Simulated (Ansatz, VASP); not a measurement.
Cu2AgSnSe4: VASP beside Ansatz

```
Sn Se Cu Ag
1.0
     0.00000    5.79429    0.00000
     5.79429    0.00000    0.00000
     2.89714    2.89714   -5.67515
Sn Se Cu Ag
1 4 2 1
Direct
  0.50000 0.50000 0.00000
  0.38997 0.38997 0.71962
  0.61003 0.10959 0.28038
  0.89041 0.89041 0.71962
  0.10959 0.61003 0.28038
  0.75000 0.25000 0.50000
  0.25000 0.75000 0.50000
  0.00000 0.00000 0.00000
```

Alike in both runs: functional PBE; k mesh 6 × 6 × 6; occupations fermi-dirac, width 0.0494 eV; no spin polarisation.

Ansatz relaxed the structure, and its values are those at the end. VASP's run is a single point on that final structure, the one shown.

|  | VASP | Ansatz |
| --- | --- | --- |
| version | VASP 6.6.1 | Ansatz 0.2.0 |
| potentials or method | VASP PAW PBE potentials, release 64 (Sn_d, Se, Cu, Ag), cutoff 520 eV | PAW plane waves |
| valence electrons in the cell | 71 | 135 |

|  | VASP | Ansatz | Ansatz less VASP |
| --- | --- | --- | --- |
| pressure (GPa) | 2.2 | 2.0 | -0.11 |
| rms of the force components (eV/Å) | 0.007 | 0.004 | -0.0033 |

VASP's potentials hold 71 valence electrons a cell and Ansatz's 135, so a difference there can come from the potentials and not from the codes. Ansatz's warnings: stress scf threshold loose.
